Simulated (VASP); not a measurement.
Wanted: the native input for a VASP 6.6.1 run.

- Task: relaxation of shape and atoms at fixed volume
- Functional: PBE
- Potentials or basis: VASP PAW PBE potentials, release 64 (Sc_sv)
- Cutoff: 600 eV
- k mesh: 15 × 15 × 8
- Occupations: gaussian, width 0.1 eV
- Spin: no spin polarisation
- Dipole correction: no
- Further INCAR settings: ALGO = Fast; EDIFF = 1e-06; IBRION = 2; EDIFFG = -0.01; NSW = 50; ISIF = 4

The structure of Sc lies in POSCAR:

```
Sc
1.0
    3.3523445011      0.0000000000      0.0000000000
   -1.6761722506      2.9032155002      0.0000000000
    0.0000000000      0.0000000000      5.2137666720
Sc
2
Direct
    0.3333333333      0.6666666667      0.2500000000
    0.6666666667      0.3333333333      0.7500000000
```

These files were run (other wordings do the same):

INCAR

```
SYSTEM = Sc
ALGO = Fast ; EDIFF = 1E-6
EDIFFG = -0.01 ; ENCUT = 600
GGA = PE ; IBRION = 2
ISIF = 4 ; ISMEAR = 0
LASPH = .TRUE. ; LCHARG = .FALSE.
LREAL = .FALSE. ; LWAVE = .FALSE.
NELM = 60 ; NSW = 50
PREC = Accurate ; SIGMA = 0.1
```

KPOINTS

```
k-points
0
G
  15 15 8
  0 0 0
```

Potentials or basis: VASP PAW PBE potentials, release 64 (Sc_sv).

Command:

```console
$ cat potpaw_PBE.64/Sc_sv/POTCAR > POTCAR
$ mpirun -np 1 vasp_std > vasp.out
```

Results of the run:

```json
{"Pressure after relaxing": "-1.4 GPa", "Band gap on the k mesh": "zero (bands 11 and 12 overlap by 1.43 eV)"}
```

It took 80 s on 1 thread of AMD EPYC 9R45 96-Core Processor (Zen 5), on a shared host, peak memory 0.22 GiB.
